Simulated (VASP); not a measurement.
# GaMo (P-6m2) in VASP: a series of runs

GaMo is run at these levels: PBE; tasks: single point.

All numbers are computed with VASP 6.6.1; they aren't measurements. Logs are shortened: lines on timing, memory, paths and dates and some standing lists are left out, and cuts for length are marked.

## Step 1: The cell of the first run

Symmetry: P-6m2, No. 187, hexagonal system. Conventional cell: a = 2.868 Å, b = 2.868 Å, c = 4.390 Å, α = 90.00°, β = 90.00°, γ = 120.00°. Within 3.6 Å of Ga (site symmetry -6m2) lie 6 Mo at 2.75 Å and 6 Ga at 2.87 Å. Within 3.6 Å of Mo (site symmetry -6m2) lie 6 Ga at 2.75 Å and 6 Mo at 2.87 Å.

## Step 2: Single point, PBE

Contents of INCAR:

```
PREC = Accurate
ENCUT = 520
EDIFF = 1E-7
ISMEAR = 0
SIGMA = 0.2
LREAL = False
LASPH = True
NELM = 100
ALGO = Fast
ISIF = 2
LWAVE = False
LCHARG = True
GGA = PE
LELF = True
LVHAR = True
NBANDS = 20
```

Contents of KPOINTS:

```
regular mesh
0
Gamma
  7 7 4
```

Contents of POSCAR:

```
GaMo
1.0
    2.8676860419     -0.0000000027      0.0000000000
   -1.4338430186      2.4834889637      0.0000000000
    0.0000000000      0.0000000000      4.3898390165
Ga Mo
1 1
Direct
    0.3333333333      0.6666666667      0.0000000000
    0.0000000000      0.0000000000      0.5000000000
```

Potentials or basis: VASP PAW PBE potentials, release 64 (Ga_d, Mo_sv).

Command:

```
> cat potpaw_PBE.64/Ga_d/POTCAR potpaw_PBE.64/Mo_sv/POTCAR > POTCAR
> mpirun -np 1 vasp_std > vasp.out
```

OUTCAR:

```text
PREC = Accurate
   ENCUT = 520
   EDIFF = 1E-7
   ISMEAR = 0
   LREAL = False
   LASPH = True
   NELM = 100
   ISIF = 2
   GGA = PE

 ion  position               nearest neighbor table
   1  0.333  0.667  0.000-   2 2.75   2 2.75   2 2.75   2 2.75   2 2.75   2 2.75
   2  0.000  0.000  0.500-   1 2.75   1 2.75   1 2.75   1 2.75   1 2.75   1 2.75

  LATTYP: Found a hexagonal cell.
 ALAT       =     2.8676860419
 C/A-ratio  =     1.5307948473

  Lattice vectors:

 A1 = (   2.8676860419,  -0.0000000027,   0.0000000000)
 A2 = (  -1.4338430186,   2.4834889637,   0.0000000000)
 A3 = (   0.0000000000,   0.0000000000,   4.3898390165)

Analysis of symmetry for initial positions (statically):
=====================================================================
 Subroutine PRICEL returns:
 Original cell was already a primitive cell.

 Routine SETGRP: Setting up the symmetry group for a
 hexagonal supercell.

 Subroutine GETGRP returns: Found 12 space group operations
 (whereof 12 operations were pure point group operations)
 out of a pool of 24 trial point group operations.

The static configuration has the point symmetry D_3h.

Analysis of symmetry for dynamics (positions and initial velocities):
=====================================================================
 Subroutine PRICEL returns:
 Original cell was already a primitive cell.

 Routine SETGRP: Setting up the symmetry group for a
 hexagonal supercell.

 Subroutine GETGRP returns: Found 12 space group operations
 (whereof 12 operations were pure point group operations)
 out of a pool of 24 trial point group operations.

The dynamic configuration has the point symmetry D_3h.

 Subroutine INISYM returns: Found 12 space group operations
 (whereof 12 operations are pure point group operations),
 and found     1 'primitive' translations

----------------------------------------------------------------------------------------

                                     Primitive cell

  volume of cell :      31.2638

  direct lattice vectors                    reciprocal lattice vectors
     2.867686042 -0.000000003  0.000000000     0.348713208  0.201329664  0.000000000
    -1.433843019  2.483488964  0.000000000     0.000000000  0.402659329  0.000000000
     0.000000000  0.000000000  4.389839016     0.000000000  0.000000000  0.227798786

  length of vectors
     2.867686042  2.867686042  4.389839016     0.402659329  0.402659329  0.227798786

  position of ions in fractional coordinates (direct lattice)
     0.333333333  0.666666667  0.000000000
     0.000000000  0.000000000  0.500000000

  ion indices of the primitive-cell ions
   primitive index   ion index
                 1           1
                 2           2

----------------------------------------------------------------------------------------

 KPOINTS: regular mesh

Automatic generation of k-mesh.
 Grid dimensions read from file:
 generate k-points for:    7    7    4

 Generating k-lattice:

  Cartesian coordinates                     Fractional coordinates (reciprocal lattice)
     0.049816173  0.028761381  0.000000000     0.142857143  0.000000000  0.000000000
     0.000000000  0.057522761  0.000000000    -0.000000000  0.142857143  0.000000000
     0.000000000  0.000000000  0.056949697     0.000000000  0.000000000  0.250000000

  Length of vectors
     0.057522761  0.057522761  0.056949697

  Shift w.r.t. Gamma in fractional coordinates (k-lattice)
     0.000000000  0.000000000  0.000000000

 Subroutine IBZKPT returns following result:
 ===========================================

 Found     24 irreducible k-points:

 Following reciprocal coordinates:
            Coordinates               Weight
  0.000000  0.000000  0.000000      1.000000
  0.142857 -0.000000  0.000000      6.000000
  0.285714  0.000000  0.000000      6.000000
  0.428571  0.000000  0.000000      6.000000
  0.142857  0.142857  0.000000      6.000000
  0.285714  0.142857  0.000000     12.000000
[... 16 lines left out ...]
  0.428571  0.142857  0.500000      6.000000
  0.285714  0.285714  0.500000      6.000000
   k-points           NKPTS =     24   k-points in BZ     NKDIM =     24   number of bands    NBANDS=     20
   number of dos      NEDOS =    301   number of ions     NIONS =      2
   total plane-waves  NPLWV =  20736
   dimension x,y,z NGX =    24 NGY =   24 NGZ =   36
   dimension x,y,z NGXF=    48 NGYF=   48 NGZF=   72
   ions per type =               1   1
   NGX,Y,Z   is equivalent  to a cutoff of  13.91, 13.91, 13.63 a.u.
   NGXF,Y,Z  is equivalent  to a cutoff of  27.83, 27.83, 27.27 a.u.
 SYSTEM =  unknown system
   PREC   = accura    normal or accurate (medium, high low for compatibility)
   ISTART =      0    job   : 0-new  1-cont  2-samecut
   ICHARG =      2    charge: 1-file 2-atom 10-const
   ISPIN  =      1    spin polarized calculation?
   LNONCOLLINEAR =      F non collinear calculations
   LSORBIT =      F    spin-orbit coupling
   LASPH  =      T    aspherical Exc in radial PAW
   ENCUT  =  520.0 eV  38.22 Ry    6.18 a.u.   5.33  5.33  8.16*2*pi/ulx,y,z
   NELM   =    100;   NELMIN=  2; NELMDL= -5     # of ELM steps
   EDIFF  = 0.1E-06   stopping-criterion for ELM
   LREAL  =      F    real-space projection
   EDIFFG = 0.1E-05   stopping-criterion for IOM
   NSW    =      0    number of steps for IOM
   IBRION =     -1    ionic relax: 0-MD 1-quasi-New 2-CG
   NFREE  =      0    steps in history (QN), initial steepest desc. (CG)
   ISIF   =      2    stress and relaxation
   ISYM   =      2    0-nonsym 1-usesym 2-fastsym
   POTIM  = 0.5000    time-step for ionic-motion
   TEBEG  =    0.0;   TEEND  =   0.0 temperature during run
   PSTRESS=    0.0 pullay stress
   NELECT =      27.0000    total number of electrons
   NUPDOWN=      -1.0000    fix difference up-down
   EMIN   =  10.00;   EMAX   =-10.00  energy-range for DOS
   EFERMI =   0.00;   METHOD = LEGACY
   ISMEAR =     0;   SIGMA  =   0.20  broadening in eV -4-tet -1-fermi 0-gaus
   EFERMI_NEDOS =   21; number of points for ismear=-14 and -15
   IALGO  =     68    algorithm
   IMIX   =      4    mixing-type and parameters
     AMIX     =   0.40;   BMIX     =  1.00
     AMIX_MAG =   1.60;   BMIX_MAG =  1.00
  volume/ion in A,a.u.               =      15.63       105.49
  Fermi-wavevector in a.u.,A,eV,Ry     =   1.559009  2.946100 33.069081  2.430509
  Thomas-Fermi vector in A             =   2.662430
   LORBIT       =      0    0 simple, 1 ext, 2 COOP (PROOUT), +10 PAW based schemes
   GGA     = PE    functional components
   LHFCALC =     F    Hartree Fock is set to
   AEXX    =    0.0000 exact exchange contribution
   IVDW    =     0    specifies the selected vdW correction
   LEPSILON=     F    determine dielectric tensor
   LRPA    =     F    only Hartree local field effects (RPA)
 non-spin polarized calculation
 RMM-DIIS sequential band-by-band and
 Gauss-broadening in eV      SIGMA  =   0.20
  energy-cutoff  :      520.00
  volume of cell :       31.26
 maximum number of plane-waves:       869
 NGX is ok and might be reduce to    24
   NGX = 11   NGY = 11   NGZ = 17

 number of electron      26.9999997 magnetization

 Free energy of the ion-electron system (eV)
  ---------------------------------------------------
  ext. energy  EPLUGINS =         0.00000000
  ---------------------------------------------------
  free energy    TOTEN  =       -13.81885486 eV

  energy without entropy =      -13.78119527  energy(sigma->0) =      -13.80002506

 E-fermi :   9.5881     XC(G=0): -12.7084

 val. band max:        9.4750085509   @ k =   0.2857   0.1429   0.5000
 cond. band min:       9.5982429968   @ k =   0.4286   0.1429   0.0000
 fundamental gap:      0.1232344458
 Fermi energy:         9.5881319682

 k-point     1 :       0.0000    0.0000    0.0000
  band No.  band energies     occupation
      1     -51.2509      2.00000
      2     -25.4349      2.00000
      3     -24.8161      2.00000
      4     -24.8161      2.00000
      5      -5.0115      2.00000
      6      -4.9927      2.00000
[... 12 lines left out ...]
     19      22.2574      0.00000
     20      22.3649      0.00000

 k-point     2 :       0.1429   -0.0000    0.0000
  band No.  band energies     occupation
      1     -51.2274      2.00000
      2     -25.4089      2.00000
      3     -24.9870      2.00000
      4     -24.8553      2.00000
      5      -5.0250      2.00000
      6      -4.9572      2.00000
[... 12 lines left out ...]
     19      20.3900      0.00000
     20      23.2105      0.00000

 k-point     3 :       0.2857    0.0000    0.0000
  band No.  band energies     occupation
      1     -51.1741      2.00000
      2     -25.3594      2.00000
      3     -25.3499      2.00000
      4     -24.9423      2.00000
      5      -5.0929      2.00000
      6      -4.9008      2.00000
[... 12 lines left out ...]
     19      18.1978      0.00000
     20      22.3383      0.00000

 k-point     4 :       0.4286    0.0000    0.0000
  band No.  band energies     occupation
      1     -51.1310      2.00000
      2     -25.6476      2.00000
      3     -25.3021      2.00000
      4     -25.0111      2.00000
      5      -5.1495      2.00000
      6      -4.9647      2.00000
[... 12 lines left out ...]
     19      16.7780      0.00000
     20      20.9540      0.00000

 k-point     5 :       0.1429    0.1429    0.0000
  band No.  band energies     occupation
      1     -51.1889      2.00000
      2     -25.3663      2.00000
      3     -25.2334      2.00000
      4     -24.9437      2.00000
      5      -5.0324      2.00000
      6      -4.9484      2.00000
[... 12 lines left out ...]
     19      17.2609      0.00000
     20      23.1144      0.00000

 k-point     6 :       0.2857    0.1429    0.0000
  band No.  band energies     occupation
      1     -51.1406      2.00000
      2     -25.5145      2.00000
      3     -25.3128      2.00000
      4     -25.0709      2.00000
      5      -5.0724      2.00000
      6      -4.9378      2.00000
[... 12 lines left out ...]
     19      16.4480      0.00000
     20      21.4442      0.00000

 k-point     7 :       0.4286    0.1429    0.0000
  band No.  band energies     occupation
      1     -51.1190      2.00000
      2     -25.6356      2.00000
      3     -25.2889      2.00000
      4     -25.1284      2.00000
      5      -5.0962      2.00000
      6      -4.9663      2.00000
[... 12 lines left out ...]
     19      17.7529      0.00000
     20      20.7099      0.00000
[... 277 lines left out ...]
 k-point    20 :       0.4286    0.0000    0.5000
  band No.  band energies     occupation
      1     -51.1308      2.00000
      2     -25.6456      2.00000
      3     -25.3088      2.00000
      4     -25.0112      2.00000
      5      -5.1372      2.00000
      6      -4.9960      2.00000
[... 12 lines left out ...]
     19      19.4004      0.00000
     20      19.8779      0.00000

 k-point    21 :       0.1429    0.1429    0.5000
  band No.  band energies     occupation
      1     -51.1887      2.00000
      2     -25.3765      2.00000
      3     -25.2322      2.00000
      4     -24.9435      2.00000
      5      -5.0317      2.00000
      6      -4.9419      2.00000
[... 12 lines left out ...]
     19      21.6718      0.00000
     20      21.9256      0.00000

 k-point    22 :       0.2857    0.1429    0.5000
  band No.  band energies     occupation
      1     -51.1404      2.00000
      2     -25.5128      2.00000
      3     -25.3201      2.00000
      4     -25.0707      2.00000
      5      -5.0640      2.00000
      6      -4.9615      2.00000
[... 12 lines left out ...]
     19      19.2473      0.00000
     20      21.5980      0.00000

 k-point    23 :       0.4286    0.1429    0.5000
  band No.  band energies     occupation
      1     -51.1188      2.00000
      2     -25.6338      2.00000
      3     -25.2948      2.00000
      4     -25.1282      2.00000
      5      -5.0838      2.00000
      6      -4.9891      2.00000
[... 12 lines left out ...]
     19      17.5716      0.00000
     20      20.5352      0.00000

 k-point    24 :       0.2857    0.2857    0.5000
  band No.  band energies     occupation
      1     -51.1135      2.00000
      2     -25.5186      2.00000
      3     -25.2950      2.00000
      4     -25.2887      2.00000
      5      -4.9717      2.00000
      6      -4.9564      2.00000
[... 12 lines left out ...]
     19      17.7500      0.00000
     20      18.3754      0.00000

------------------------ aborting loop because EDIFF is reached ----------------------------------------

  FORCE on cell =-STRESS in cart. coord.  units (eV):
  Direction    XX          YY          ZZ          XY          YZ          ZX
  --------------------------------------------------------------------------------------
  -------------------------------------------------------------------------------------
  Total        0.0721646      0.0721646      0.1470451      0.0000000      0.0000000      0.0000000
  in kB        3.6982147      3.6982147      7.5356162      0.0000000      0.0000000      0.0000000
  external PRESSURE =       4.9773485 kB  Pullay stress =       0.0000000 kB

 VOLUME and BASIS-vectors are now :
 -----------------------------------------------------------------------------
  energy-cutoff  :      520.00
  volume of cell :       31.26
      direct lattice vectors                 reciprocal lattice vectors
     2.867686042 -0.000000003  0.000000000     0.348713208  0.201329664  0.000000000
    -1.433843019  2.483488964  0.000000000     0.000000000  0.402659329  0.000000000
     0.000000000  0.000000000  4.389839016     0.000000000  0.000000000  0.227798786

 POSITION                                       TOTAL-FORCE (eV/Angst)
 -----------------------------------------------------------------------------------
      0.00000      1.65566      0.00000         0.000000      0.000000      0.000000
      0.00000      0.00000      2.19492         0.000000     -0.000000      0.000000
 -----------------------------------------------------------------------------------
    total drift:                               -0.000000      0.000000     -0.000000

  FREE ENERGIE OF THE ION-ELECTRON SYSTEM (eV)
  ---------------------------------------------------
  free  energy   TOTEN  =       -13.8188548609 eV

  energy  without entropy=      -13.7811952689  energy(sigma->0) =      -13.80002506
```

It took 41 s on 1 thread of AMD EPYC 7R13, shared host; peak memory 0.13 GiB.

What came out:

* Free energy: -13.8189 eV
* Pressure: 0.5 GPa

Levels at points of the mesh, in eV from the Fermi level:
| k point | band 9 | band 10 | band 11 | band 12 | band 13 | band 14 | band 15 | band 16 | band 17 | band 18 |
| --- | --- | --- | --- | --- | --- | --- | --- | --- | --- | --- |
| (0.00, 0.00, 0.00) | -14.37 | -10.50 | -3.77 | -1.50 | -0.49 | -0.49 | 1.80 | 1.80 | 5.40 | 12.67 |
| (0.00, 0.00, 0.50) | -14.37 | -9.21 | -6.04 | -2.12 | -0.40 | -0.40 | 1.65 | 1.65 | 9.41 | 12.27 |

Caveat: the k points lie up to 0.36 Å⁻¹ apart.

## Step 3: Single point, PBE

Contents of INCAR:

```
SYSTEM = GaMo
ALGO = Normal ; EDIFF = 1E-6
ENCUT = 520 ; GGA = PE
ISIF = 2 ; ISMEAR = 0
LASPH = .TRUE. ; LCHARG = .TRUE.
LELF = .TRUE. ; LREAL = .FALSE.
LVHAR = .TRUE. ; LWAVE = .FALSE.
NBANDS = 20 ; NELM = 80
PREC = Accurate ; SIGMA = 0.2
```

Contents of KPOINTS:

```
k-points
0
G
  7 7 5
  0 0 0
```

Contents of POSCAR:

```
GaMo
1.0
    2.8808920657      0.0000000000      0.0000000000
   -1.4404460328      2.4949257144      0.0000000000
    0.0000000000      0.0000000000      4.3549647749
Ga Mo
1 1
Direct
    0.3333333333      0.6666666667      0.3710963496
    0.0000000000      0.0000000000      0.8711141004
```

Potentials or basis: VASP PAW PBE potentials, release 64 (Ga_d, Mo_sv).

Command:

```
> cat potpaw_PBE.64/Ga_d/POTCAR potpaw_PBE.64/Mo_sv/POTCAR > POTCAR
> mpirun -np 1 vasp_std > vasp.out
```

It took 8.1 s on 1 thread of Intel Xeon 6975P-C (Granite Rapids), shared host; peak memory 0.16 GiB.

Results (log left out):

```yaml
Free_energy: -13.8116 eV
Pressure: 0.5 GPa
```

Stress tensor (GPa, compression positive):
```
0.54 0.00 0.00
0.00 0.54 0.00
0.00 0.00 0.28
```

Levels at points of the mesh, in eV from the Fermi level:
| k point | band 10 | band 11 | band 12 | band 13 | band 14 | band 15 | band 16 | band 17 |
| --- | --- | --- | --- | --- | --- | --- | --- | --- |
| (0.00, 0.00, 0.00) | -10.59 | -3.79 | -1.48 | -0.54 | -0.54 | 1.66 | 1.66 | 5.48 |

## Step 4: Single point, PBE, collinear spin, ferromagnetic start

Contents of INCAR:

```
  PREC = Accurate
  ENCUT = 520
  EDIFF = 1E-6
  ISMEAR = 0
  SIGMA = 0.1
  LREAL = F
  LASPH = T
  NELM = 150
  ALGO = Fast
  ISIF = 2
  LWAVE = F
  LCHARG = F
  ISPIN = 2
  MAGMOM = 0 1
  LORBIT = 11
  LMAXMIX = 4
  GGA = PE
  NBANDS = 24
```

Contents of KPOINTS:

```
Automatic mesh
0
Gamma
  6 6 4
```

Contents of POSCAR:

```
GaMo
1.0
    2.8676860419      0.0000000000      0.0000000000
   -1.4338430209      2.4834889623      0.0000000000
    0.0000000000      0.0000000000      4.3898390165
Ga Mo
1 1
Direct
    0.3333333333      0.6666666667      0.0000000000
    0.0000000000      0.0000000000      0.5000000000
```

Command:

```
> cat potpaw_PBE.64/Ga_d/POTCAR potpaw_PBE.64/Mo_sv/POTCAR > POTCAR
> mpirun -np 1 vasp_std > vasp.out
```

Run time: 16 s. Hardware: 1 thread of Intel Xeon 6975P-C (Granite Rapids), shared host; peak memory 0.17 GiB.

The run converged. Its results:

```
Free energy                                           : -13.8109 eV
Pressure                                              : 0.3 GPa
Net moment                                            : 0.00 μB per cell
Valence electrons inside the program's atomic spheres : Ga 11.74; Mo 12.37
```

Stress tensor (GPa, compression positive):
```
0.18 0.00 0.00
0.00 0.18 0.00
0.00 0.00 0.60
```

Levels at points of the mesh, in eV from the Fermi level:
Spin up:
```
           k point  band 11  band 12  band 13  band 14  band 15  band 16
(0.00, 0.00, 0.00)    -3.85    -1.53    -0.57    -0.57     1.73     1.73
(0.50, 0.00, 0.00)    -3.90    -3.52    -2.95     0.88     3.71     4.32
(0.00, 0.00, 0.50)    -6.09    -2.18    -0.48    -0.48     1.58     1.58
(0.50, 0.00, 0.50)    -3.95    -3.02    -0.17     0.25     0.94     2.84
```
Spin down:
```csv
k point,band 10,band 11,band 12,band 13,band 14,band 15,band 16,band 17
"(0.00, 0.00, 0.00)",-10.53,-3.85,-1.53,-0.57,-0.57,1.73,1.73,5.34
"(0.50, 0.00, 0.00)",-5.35,-3.90,-3.52,-2.95,0.88,3.71,4.32,5.45
"(0.00, 0.00, 0.50)",-9.24,-6.09,-2.18,-0.48,-0.48,1.58,1.58,9.36
"(0.50, 0.00, 0.50)",-5.80,-3.95,-3.02,-0.17,0.25,0.94,2.84,3.72
```

Caveat: the k points lie up to 0.42 Å⁻¹ apart.

## Step 5: The runs side by side

```csv
spin,cell,k mesh,smearing,gap on the mesh (eV),pressure (GPa)
off,"a = 2.868, b = 2.868, c = 4.390 Å, angles 90.0, 90.0, 120.0°, 2 atoms",7 × 7 × 4,gaussian 0.2 eV,none,0.5
off,"a = 2.881, b = 2.881, c = 4.355 Å, angles 90.0, 90.0, 120.0°, 2 atoms",7 × 7 × 5,gaussian 0.2 eV,none,0.5
"collinear, ferromagnetic start","a = 2.868, b = 2.868, c = 4.390 Å, angles 90.0, 90.0, 120.0°, 2 atoms",6 × 6 × 4,gaussian 0.1 eV,none,0.3
```

Alike in all rows: task single point; level PBE; potentials or basis VASP PAW PBE potentials, release 64 (Ga_d, Mo_sv); cutoff (eV) 520.

Caveats: some runs use coarse meshes.

Absolute energies hang on the potentials; compare differences alone.
